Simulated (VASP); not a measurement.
Write the native input for VASP 6.6.1 that does the following.

- Task: single point
- Functional: PBEsol
- Potentials or basis: VASP PAW PBE potentials, release 64 (Ga_d)
- Cutoff: 400 eV
- k mesh: 8 × 8 × 7
- Occupations: fermi-dirac, width 0.05 eV
- Spin: no spin polarisation
- Dipole correction: no
- Further INCAR settings: ALGO = Normal; EDIFF = 1e-06; NBANDS = 20

The structure of Ga lies in POSCAR:

```
Ga
1.0
    1.4500000000     -4.0650000000      0.0000000000
    1.4500000000      4.0650000000      0.0000000000
    0.0000000000      0.0000000000      3.1700000000
Ga
2
Direct
    0.8629837638      0.1370162362      0.5833088328
    0.1370162362      0.8629837638      0.7500246057
```

The input as run:

INCAR

```
SYSTEM = Ga
ALGO = Normal ; EDIFF = 1E-6
ENCUT = 400 ; GGA = PS
GGA_COMPAT = .False. ; ISIF = 2
ISMEAR = -1 ; LASPH = .True.
LCHARG = .False. ; LREAL = .False.
LWAVE = .False. ; NBANDS = 20
NELM = 120 ; PREC = Accurate
SIGMA = 0.05
```

KPOINTS

```
k-points
0
Gamma
  8 8 7
  0 0 0
```

Potentials or basis: VASP PAW PBE potentials, release 64 (Ga_d).

Launch:

```sh
$ cat potpaw_PBE.64/Ga_d/POTCAR > POTCAR
$ mpirun -np 1 vasp_std > vasp.out
```

It gave:

| Item | Value |
| --- | --- |
| Pressure | 7.9 GPa |
| Largest force | 0.699 eV/Å |
| Band gap on the k mesh | zero (band 13 reaches 10.27 eV, above the bottom of band 14 at 3.47 eV) |

Caveat: the PAW data sets were made with another functional, which shifts forces and pressure a little.

Run time: 24 s on 1 thread of Intel(R) Xeon(R) 6975P-C (Granite Rapids), with other jobs on the host, peak memory 0.18 GiB.
